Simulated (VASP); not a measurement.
# Ge7Au (Fm-3m) in VASP: a series of runs, part 2 of 2

VASP 6.6.1.

### 3 Single point, PBE

This run uses another cell than the first one, of 19.42 Å³/atom.

Contents of INCAR:

```
SYSTEM = Ge7Au
PREC = Accurate
ENCUT = 520
EDIFF = 1E-6
ISMEAR = 0
SIGMA = 0.1
LREAL = .FALSE.
LASPH = .TRUE.
NELM = 100
ALGO = Normal
ISIF = 2
LWAVE = .FALSE.
LCHARG = .TRUE.
GGA = PE
LELF = .TRUE.
LVHAR = .TRUE.
NBANDS = 64
```

Contents of KPOINTS:

```
Automatic mesh
0
G
  4 4 4
  0 0 0
```

Contents of POSCAR:

```
Ge7Au
1.0
    0.0000000000      4.2666697817      4.2666697817
    4.2666697817      0.0000000000      4.2666697817
    4.2666697817      4.2666697817      0.0000000000
Ge Au
7 1
Direct
    0.5000000000      0.5000000000      0.5000000000
    0.5000000000      0.0000000000      0.0000000000
    0.5000000000      0.0000000000      0.5000000000
    0.0000000000      0.5000000000      0.5000000000
    0.0000000000      0.5000000000      0.0000000000
    0.5000000000      0.5000000000      0.0000000000
    0.0000000000      0.0000000000      0.5000000000
    0.0000000000      0.0000000000      0.0000000000
```

Potentials or basis: VASP PAW PBE potentials, release 64 (Ge_d, Au).

The run is started by

```bash
$ cat potpaw_PBE.64/Ge_d/POTCAR potpaw_PBE.64/Au/POTCAR > POTCAR
$ mpirun -np 1 vasp_std > vasp.out
```

OUTCAR:

```text
SYSTEM = Ge7Au
   PREC = Accurate
   ENCUT = 520
   EDIFF = 1E-6
   ISMEAR = 0
   LREAL = .FALSE.
   LASPH = .TRUE.
   NELM = 100
   ISIF = 2
   GGA = PE

 ion  position               nearest neighbor table
   1  0.500  0.500  0.500-
   2  0.500  0.000  0.000-   8 3.02   8 3.02
   3  0.500  0.000  0.500-   8 3.02   8 3.02
   4  0.000  0.500  0.500-   8 3.02   8 3.02
   5  0.000  0.500  0.000-   8 3.02   8 3.02
   6  0.500  0.500  0.000-   8 3.02   8 3.02
   7  0.000  0.000  0.500-   8 3.02   8 3.02
   8  0.000  0.000  0.000-   2 3.02   5 3.02   7 3.02   3 3.02   4 3.02   7 3.02   4 3.02   5 3.02
                             6 3.02   2 3.02   3 3.02   6 3.02

  LATTYP: Found a face centered cubic cell.
 ALAT       =     8.5333395634

  Lattice vectors:

 A1 = (   0.0000000000,   4.2666697817,   4.2666697817)
 A2 = (   4.2666697817,   0.0000000000,   4.2666697817)
 A3 = (   4.2666697817,   4.2666697817,   0.0000000000)

Analysis of symmetry for initial positions (statically):
=====================================================================
 Subroutine PRICEL returns:
 Original cell was already a primitive cell.

 Routine SETGRP: Setting up the symmetry group for a
 face centered cubic supercell.

 Subroutine GETGRP returns: Found 48 space group operations
 (whereof 48 operations were pure point group operations)
 out of a pool of 48 trial point group operations.

The static configuration has the point symmetry O_h .

Analysis of symmetry for dynamics (positions and initial velocities):
=====================================================================
 Subroutine PRICEL returns:
 Original cell was already a primitive cell.

 Routine SETGRP: Setting up the symmetry group for a
 face centered cubic supercell.

 Subroutine GETGRP returns: Found 48 space group operations
 (whereof 48 operations were pure point group operations)
 out of a pool of 48 trial point group operations.

The dynamic configuration has the point symmetry O_h .

 Subroutine INISYM returns: Found 48 space group operations
 (whereof 48 operations are pure point group operations),
 and found     1 'primitive' translations

----------------------------------------------------------------------------------------

                                     Primitive cell

  volume of cell :     155.3449

  direct lattice vectors                    reciprocal lattice vectors
     0.000000000  4.266669782  4.266669782    -0.117187414  0.117187414  0.117187414
     4.266669782  0.000000000  4.266669782     0.117187414 -0.117187414  0.117187414
     4.266669782  4.266669782  0.000000000     0.117187414  0.117187414 -0.117187414

  length of vectors
     6.033982271  6.033982271  6.033982271     0.202974556  0.202974556  0.202974556

  position of ions in fractional coordinates (direct lattice)
     0.500000000  0.500000000  0.500000000
     0.500000000  0.000000000  0.000000000
     0.500000000  0.000000000  0.500000000
     0.000000000  0.500000000  0.500000000
     0.000000000  0.500000000  0.000000000
[... 42 lines left out ...]
            Coordinates               Weight
  0.000000  0.000000  0.000000      1.000000
  0.250000  0.000000  0.000000      8.000000
  0.500000  0.000000  0.000000      4.000000
  0.250000  0.250000  0.000000      6.000000
  0.500000  0.250000  0.000000     24.000000
 -0.250000  0.250000  0.000000     12.000000
  0.500000  0.500000  0.000000      3.000000
 -0.250000  0.500000  0.250000      6.000000
   k-points           NKPTS =      8   k-points in BZ     NKDIM =      8   number of bands    NBANDS=     64
   number of dos      NEDOS =    301   number of ions     NIONS =      8
   total plane-waves  NPLWV = 110592
   dimension x,y,z NGX =    48 NGY =   48 NGZ =   48
   dimension x,y,z NGXF=    96 NGYF=   96 NGZF=   96
   ions per type =               7   1
   NGX,Y,Z   is equivalent  to a cutoff of  13.22, 13.22, 13.22 a.u.
   NGXF,Y,Z  is equivalent  to a cutoff of  26.45, 26.45, 26.45 a.u.
 SYSTEM =  Ge7Au
   PREC   = accura    normal or accurate (medium, high low for compatibility)
   ISTART =      0    job   : 0-new  1-cont  2-samecut
   ICHARG =      2    charge: 1-file 2-atom 10-const
   ISPIN  =      1    spin polarized calculation?
   LNONCOLLINEAR =      F non collinear calculations
   LSORBIT =      F    spin-orbit coupling
   LASPH  =      T    aspherical Exc in radial PAW
   ENCUT  =  520.0 eV  38.22 Ry    6.18 a.u.  11.22 11.22 11.22*2*pi/ulx,y,z
   NELM   =    100;   NELMIN=  2; NELMDL= -5     # of ELM steps
   EDIFF  = 0.1E-05   stopping-criterion for ELM
   LREAL  =      F    real-space projection
   EDIFFG = 0.1E-04   stopping-criterion for IOM
   NSW    =      0    number of steps for IOM
   IBRION =     -1    ionic relax: 0-MD 1-quasi-New 2-CG
   NFREE  =      0    steps in history (QN), initial steepest desc. (CG)
   ISIF   =      2    stress and relaxation
   ISYM   =      2    0-nonsym 1-usesym 2-fastsym
   POTIM  = 0.5000    time-step for ionic-motion
   TEBEG  =    0.0;   TEEND  =   0.0 temperature during run
   PSTRESS=    0.0 pullay stress
   NELECT =     109.0000    total number of electrons
   NUPDOWN=      -1.0000    fix difference up-down
   EMIN   =  10.00;   EMAX   =-10.00  energy-range for DOS
   EFERMI =   0.00;   METHOD = LEGACY
   ISMEAR =     0;   SIGMA  =   0.10  broadening in eV -4-tet -1-fermi 0-gaus
   EFERMI_NEDOS =   21; number of points for ismear=-14 and -15
   IALGO  =     38    algorithm
   IMIX   =      4    mixing-type and parameters
     AMIX     =   0.40;   BMIX     =  1.00
     AMIX_MAG =   1.60;   BMIX_MAG =  1.00
  volume/ion in A,a.u.               =      19.42       131.04
  Fermi-wavevector in a.u.,A,eV,Ry     =   1.454737  2.749055 28.793481  2.116261
  Thomas-Fermi vector in A             =   2.571853
   LORBIT       =      0    0 simple, 1 ext, 2 COOP (PROOUT), +10 PAW based schemes
   GGA     = PE    functional components
   LHFCALC =     F    Hartree Fock is set to
   AEXX    =    0.0000 exact exchange contribution
   IVDW    =     0    specifies the selected vdW correction
   LEPSILON=     F    determine dielectric tensor
   LRPA    =     F    only Hartree local field effects (RPA)
 non-spin polarized calculation
 Gauss-broadening in eV      SIGMA  =   0.10
  energy-cutoff  :      520.00
  volume of cell :      155.34
 maximum number of plane-waves:      4279
 NGX is ok and might be reduce to    48
   NGX = 23   NGY = 23   NGZ = 23

 number of electron     109.0000082 magnetization

 Free energy of the ion-electron system (eV)
  ---------------------------------------------------
  ext. energy  EPLUGINS =         0.00000000
  ---------------------------------------------------
  free energy    TOTEN  =       -32.74834862 eV

  energy without entropy =      -32.71306661  energy(sigma->0) =      -32.73070761

 E-fermi :   6.5500     XC(G=0): -11.2520

 val. band max:        6.4486689319   @ k =   0.5000   0.2500   0.0000
 cond. band min:       6.5552753909   @ k =   0.5000   0.2500   0.0000
 fundamental gap:      0.1066064589
 Fermi energy:         6.5499688387

 k-point     1 :       0.0000    0.0000    0.0000
  band No.  band energies     occupation
      1     -18.1028      2.00000
      2     -18.1028      2.00000
      3     -18.1028      2.00000
      4     -18.0882      2.00000
      5     -18.0688      2.00000
      6     -18.0681      2.00000
[... 525 lines left out ...]
     63       9.9851      0.00000
     64      10.1002      0.00000

------------------------ aborting loop because EDIFF is reached ----------------------------------------

  FORCE on cell =-STRESS in cart. coord.  units (eV):
  Direction    XX          YY          ZZ          XY          YZ          ZX
  --------------------------------------------------------------------------------------
  -------------------------------------------------------------------------------------
  Total       -0.2142024     -0.2142024     -0.2142024      0.0000000      0.0000000      0.0000000
  in kB       -2.2092143     -2.2092143     -2.2092143      0.0000000      0.0000000      0.0000000
  external PRESSURE =      -2.2092143 kB  Pullay stress =       0.0000000 kB

 VOLUME and BASIS-vectors are now :
 -----------------------------------------------------------------------------
  energy-cutoff  :      520.00
  volume of cell :      155.34
      direct lattice vectors                 reciprocal lattice vectors
     0.000000000  4.266669782  4.266669782    -0.117187414  0.117187414  0.117187414
     4.266669782  0.000000000  4.266669782     0.117187414 -0.117187414  0.117187414
     4.266669782  4.266669782  0.000000000     0.117187414  0.117187414 -0.117187414

 POSITION                                       TOTAL-FORCE (eV/Angst)
 -----------------------------------------------------------------------------------
      4.26667      4.26667      4.26667        -0.000000     -0.000000      0.000000
      0.00000      2.13333      2.13333        -0.000000     -0.000000      0.000000
      2.13333      4.26667      2.13333        -0.000000      0.000000      0.000000
      4.26667      2.13333      2.13333         0.000000      0.000000     -0.000000
      2.13333      0.00000      2.13333        -0.000000     -0.000000      0.000000
      2.13333      2.13333      4.26667        -0.000000     -0.000000     -0.000000
      2.13333      2.13333      0.00000         0.000000      0.000000     -0.000000
      0.00000      0.00000      0.00000        -0.000000     -0.000000      0.000000
 -----------------------------------------------------------------------------------
    total drift:                                0.000000      0.000000      0.000000

  FREE ENERGIE OF THE ION-ELECTRON SYSTEM (eV)
  ---------------------------------------------------
  free  energy   TOTEN  =       -32.7483486172 eV

  energy  without entropy=      -32.7130666074  energy(sigma->0) =      -32.73070761
```

It took 58 s on 1 thread of Intel Xeon 6975P-C (Granite Rapids), shared host; peak memory 0.34 GiB.

What came out:

```yaml
Free_energy: -32.7483 eV
Pressure: -0.2 GPa
Band_gap_on_the_k_mesh: zero (an odd number of electrons rules out a gap without spin polarisation)
```

Caveat: spin-orbit coupling is left out, which moves the levels of the heavy elements; an odd number of electrons without spin polarisation forces a metal; a magnetic or distorted state may lie lower.

### 4 Relaxation of cell and atoms, PBE

This run uses another cell than the first one, of 18.26 Å³/atom.

Contents of INCAR:

```
ALGO     = Normal         # electronic algorithm
EDIFF    = 1E-6           # SCF threshold, eV
EDIFFG   = -0.04          # ionic threshold
ENCUT    = 600            # plane-wave cutoff, eV
GGA      = PE             # functional
IBRION   = 2              # ionic algorithm
ISIF     = 3              # what is computed and relaxed
ISMEAR   = 0              # smearing method
LASPH    = T              # aspherical terms in the spheres
LCHARG   = F              # write CHGCAR
LREAL    = F              # projectors in reciprocal space
LWAVE    = F              # write WAVECAR
NELM     = 100            # most SCF steps
NSW      = 90             # ionic steps
PREC     = Accurate       # precision mode
SIGMA    = 0.1            # smearing width, eV
```

Contents of KPOINTS:

```
k-points
0
Gamma
  4 4 4
```

POSCAR, as its differences from that of step 3:

```diff
@@ -2,5 +2,5 @@
 1.0
-    0.0000000000      4.2666697817      4.2666697817
-    4.2666697817      0.0000000000      4.2666697817
-    4.2666697817      4.2666697817      0.0000000000
+    0.0000000000      4.1798169500      4.1798169500
+    4.1798169500      0.0000000000      4.1798169500
+    4.1798169500      4.1798169500      0.0000000000
 Ge Au
```

The run is started by

```bash
$ cat potpaw_PBE.64/Ge_d/POTCAR potpaw_PBE.64/Au/POTCAR > POTCAR
$ mpirun -np 1 vasp_std > vasp.out
```

Wall time 2.3 min (1 thread of Intel Xeon 6975P-C (Granite Rapids), shared host); peak memory 0.37 GiB.

Results (log left out):

| Property | Result |
| --- | --- |
| Free energy | -32.7477 eV |
| Relaxed volume | 19.38 Å³/atom |
| Relaxed cell | a = 6.030 Å, b = 6.030 Å, c = 6.030 Å, α = 60.00°, β = 60.00°, γ = 60.00° |
| Space group after relaxing (to 0.1 Å) | Fm-3m (No. 225) |
| Energy gained by relaxing | 15.1 meV/atom |
| Ionic steps | 3 |
| Pressure after relaxing | 0.0 GPa |
| Band gap on the k mesh | zero (an odd number of electrons rules out a gap without spin polarisation) |

Step by step:
```tsv
step	energy change (eV)	largest force (eV/Å)	pressure (GPa)	volume (Å³)
1	0.0000	0.0000	4.51	146.05
2	-0.1139	0.0000	-0.89	157.18
3	-0.1205	0.0000	-0.03	155.01
```

Final structure:
```
Ge Au
1.0
     0.00000    4.26359    4.26359
     4.26359    0.00000    4.26359
     4.26359    4.26359    0.00000
Ge Au
7 1
Direct
  0.50000 0.50000 0.50000
  0.50000 0.00000 0.00000
  0.50000 0.00000 0.50000
  0.00000 0.50000 0.50000
  0.00000 0.50000 0.00000
  0.50000 0.50000 0.00000
  0.00000 0.00000 0.50000
  0.00000 0.00000 0.00000
```

Levels at points of the mesh, in eV from the Fermi level:
```tsv
k point	band 50	band 51	band 52	band 53	band 54	band 55	band 56	band 57	band 58	band 59
(0.00, 0.00, 0.00)	-3.47	-3.47	-3.47	-3.30	-3.30	-1.53	2.74	2.74	2.74	3.65
(0.50, 0.00, 0.00)	-1.98	-1.98	-1.85	-1.85	-1.37	1.32	1.38	1.38	1.51	2.16
(0.50, 0.50, 0.00)	-1.36	-1.36	-1.36	-0.51	0.02	0.20	0.29	0.29	1.07	1.32
```

Caveat: spin-orbit coupling is left out, which moves the levels of the heavy elements; an odd number of electrons without spin polarisation forces a metal; a magnetic or distorted state may lie lower.

### 5 The runs side by side

| task | cell | cutoff (eV) | gap on the mesh (eV) | pressure (GPa) |
| --- | --- | --- | --- | --- |
| single point | a = 6.027 Å, angles 60.0°, 8 atoms | 520 | none | 0.0 |
| single point | a = 6.034 Å, angles 60.0°, 8 atoms | 520 | none | -0.2 |
| relaxation of cell and atoms | relaxed from a = 5.911 Å, angles 60.0°, 8 atoms | 600 | none | 0.0 |

Alike in all rows: level PBE; potentials or basis VASP PAW PBE potentials, release 64 (Ge_d, Au); no spin polarisation; k mesh 4 × 4 × 4; smearing gaussian 0.1 eV.

Caveats: spin-orbit coupling is left out, which moves the levels of the heavy elements; an odd number of electrons without spin polarisation forces a metal; a magnetic or distorted state may lie lower.

Total energies depend on the potentials used, so only differences within one code and one set of settings carry meaning.

The gap in the log of VASP goes by the Fermi energy; the results here count the filled bands.